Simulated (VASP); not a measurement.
Here is a VASP 6.6.1 calculation.

Contents of INCAR:

```
PREC     = Accurate       # precision mode
ENCUT    = 520            # plane-wave cutoff, eV
EDIFF    = 1E-7           # SCF threshold, eV
ISMEAR   = 0              # smearing method
SIGMA    = 0.1            # smearing width, eV
LREAL    = False          # projectors in reciprocal space
LASPH    = True           # aspherical terms in the spheres
NELM     = 60             # most SCF steps
ALGO     = Normal         # electronic algorithm
ISIF     = 2              # what is computed and relaxed
LWAVE    = False          # write WAVECAR
LCHARG   = False          # write CHGCAR
GGA      = PE             # functional
NBANDS   = 16             # bands
```

Contents of KPOINTS:

```
Automatic mesh
0
Gamma
  18 18 6
```

POSCAR

```
SiC3
1.0
    2.8376547080      0.0000000000      0.0000000000
   -1.4188273540      2.4574810643      0.0000000000
    0.0000000000      0.0000000000      9.1554013496
Si C
1 3
Direct
    0.6666666667      0.3333333333      0.5000000000
    0.3333333333      0.6666666667      0.0000000000
    0.3333333333      0.6666666667      0.5000000000
    0.6666666667      0.3333333333      0.0000000000
```

Potentials or basis: VASP PAW PBE potentials, release 64 (Si, C).

Launch:

```sh
$ cat potpaw_PBE.64/Si/POTCAR potpaw_PBE.64/C/POTCAR > POTCAR
$ mpirun -np 1 vasp_std > vasp.out
```

Problem. Predict the pressure.

Solution. 0.0 GPa.
